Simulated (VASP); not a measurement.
Crystal: W7Au.

```
CELL_PARAMETERS angstrom
0.00000 4.16218 4.16218
4.16218 0.00000 4.16218
4.16218 4.16218 0.00000
ATOMIC_POSITIONS crystal
W 0.23083 0.76917 0.76917
W 0.76917 0.23083 0.23083
W 0.76917 0.23083 0.76917
W 0.23083 0.76917 0.23083
W 0.76917 0.76917 0.23083
W 0.23083 0.23083 0.76917
W 0.25000 0.25000 0.25000
Au 0.50000 0.50000 0.50000
```

```yaml
Program: VASP 6.6.1
Task: relaxation of cell and atoms
Functional: PBE
Potentials_or_basis: VASP PAW PBE potentials, release 64 (W_sv, Au)
Cutoff: 600 eV
k_mesh: 4 × 4 × 4
Occupations: gaussian, width 0.1 eV
Spin: no spin polarisation
```

At the start: pressure 39.9 GPa; volume 18.03 Å³/atom.

Where does the relaxation end?

Over 11 steps the energy falls by 813.3 meV/atom and the volume is 21.38 Å³/atom (+18.6 %); space group F-43m (No. 216, to 0.05 Å).

Step by step:
| step | energy change (eV) | largest force (eV/Å) | pressure (GPa) | volume (Å³) |
| --- | --- | --- | --- | --- |
| 1 | 0.0000 | 8.4847 | 39.85 | 144.21 |
| 2 | 1.3150 | 0.1670 | -15.55 | 259.49 |
| 3 | -6.1602 | 0.7712 | -9.67 | 182.49 |
| 4 | -6.3087 | 0.9829 | -7.49 | 178.13 |
| 5 | -6.3667 | 1.2871 | -4.17 | 172.83 |
| 6 | -6.3680 | 1.2484 | -4.60 | 173.44 |
| 7 | -5.8767 | 2.8228 | 14.68 | 162.59 |
| 8 | -6.4989 | 0.1922 | 0.78 | 169.76 |
| 9 | -6.4990 | 0.1678 | 0.89 | 169.69 |
| 10 | -6.5061 | 0.0559 | -0.07 | 171.34 |
| 11 | -6.5064 | 0.0181 | 0.09 | 171.06 |

Final structure:
```
CELL_PARAMETERS angstrom
0.00000 4.40595 4.40595
4.40595 0.00000 4.40595
4.40595 4.40595 0.00000
ATOMIC_POSITIONS crystal
W 0.20761 0.79239 0.79239
W 0.79239 0.20761 0.20761
W 0.79239 0.20761 0.79239
W 0.20761 0.79239 0.20761
W 0.79239 0.79239 0.20761
W 0.20761 0.20761 0.79239
W 0.25000 0.25000 0.25000
Au 0.50000 0.50000 0.50000
```

Caveat: the volume moved by over 15 % at a fixed basis, so the end points are rough.
